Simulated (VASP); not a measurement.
Set up this calculation in VASP 6.6.1, as the native input.

```yaml
Task: single point
Functional: PBE
Potentials_or_basis: VASP PAW PBE potentials, release 64 (Tb_3, Ga_d, O), 4f in core
Cutoff: 600 eV
k_mesh: 10 × 10 × 4
Occupations: gaussian, width 0.1 eV
Spin: no spin polarisation
Dipole_correction: no
Mended: yes
Further_INCAR_settings: ALGO = Normal; EDIFF = 1e-06; NBANDS = 36
```

The structure of TbGa2O3 lies in POSCAR:

```
TbGa2O3
1.0
    3.2021690678      0.0000000000      0.0000000000
    0.0000000000      3.2021690678      0.0000000000
    0.0000000000      0.0000000000      8.3858698958
Tb Ga O
1 2 3
Direct
    0.5000000000      0.5000000000      0.5000000000
    0.0000000000      0.0000000000      0.1564338206
    0.0000000000      0.0000000000      0.8435661794
    0.5000000000      0.5000000000      0.2225031992
    0.5000000000      0.5000000000      0.7774968008
    0.0000000000      0.0000000000      0.5000000000
```

These files were run (other wordings do the same):

INCAR

```
SYSTEM = TbGa2O3
PREC = Accurate ; ENCUT = 600
EDIFF = 1E-6 ; ISMEAR = 0
SIGMA = 0.1 ; LREAL = .False.
LASPH = .True. ; NELM = 200
ALGO = Normal ; ISIF = 2
LWAVE = .False. ; LCHARG = .True.
GGA = PE ; LELF = .True.
LVHAR = .True. ; NBANDS = 36
GGA_COMPAT = .False. ; LMAXMIX = 6
```

KPOINTS

```
regular mesh
0
Gamma
  10 10 4
  0 0 0
```

Potentials or basis: VASP PAW PBE potentials, release 64 (Tb_3, Ga_d, O), 4f in core.

Run with:

```console
$ cat potpaw_PBE.64/Tb_3/POTCAR potpaw_PBE.64/Ga_d/POTCAR potpaw_PBE.64/O/POTCAR > POTCAR
$ mpirun -np 1 vasp_std > vasp.out
```

Results of the run:

```yaml
Pressure: 0.5 GPa
Largest_force: 0.027 eV/Å
Band_gap_on_the_k_mesh: zero (an odd number of electrons rules out a gap without spin polarisation)
```

Caveat: spin-orbit coupling is left out, which moves the levels of the heavy elements; the 4f electrons are frozen in the core, so they carry no moment and show no levels; an odd number of electrons without spin polarisation forces a metal; a magnetic or distorted state may lie lower; the run has no spin polarisation, though such a crystal can be magnetic.

Run time: 120 s on 1 thread of Intel(R) Xeon(R) 6975P-C (Granite Rapids) (shared host), peak memory 0.37 GiB.
